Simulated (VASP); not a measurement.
Here is a VASP 6.6.1 calculation.

File INCAR:

```
ALGO = Fast
EDIFF = 1E-7
ENCUT = 520
GGA = PS
ISIF = 2
ISMEAR = -1
LASPH = True
LCHARG = False
LREAL = False
LWAVE = False
NBANDS = 21
NELM = 60
PREC = Accurate
SIGMA = 0.05
```

Contents of KPOINTS:

```
k-points
0
Gamma
  9 9 5
```

File POSCAR:

```
Pb
1.0
    2.9975395250     -1.7266640877      0.0000000000
    2.9975395250      1.7266640877      0.0000000000
   -2.0868717998      0.0000000000      6.0128468655
Pb
2
Direct
    0.9085084100      0.9085084100      0.7262922000
    0.0914915900      0.0914915900      0.2737078000
```

Potentials or basis: VASP PAW PBE potentials, release 64 (Pb_d).

Launch:

```sh
$ cat potpaw_PBE.64/Pb_d/POTCAR > POTCAR
$ mpirun -np 1 vasp_std > vasp.out
```

(1) What does it give for the largest force?

(2) Predict the band gap on the k mesh.

(3) What does it give for the pressure?

Results:

(1) 0.067 eV/Å.

(2) zero (band 14 reaches 13.23 eV, above the bottom of band 15 at 5.31 eV).

(3) -0.2 GPa.

Caveat: the PAW data sets were made with another functional, which shifts forces and pressure a little; spin-orbit coupling is left out, which moves the levels of the heavy elements.
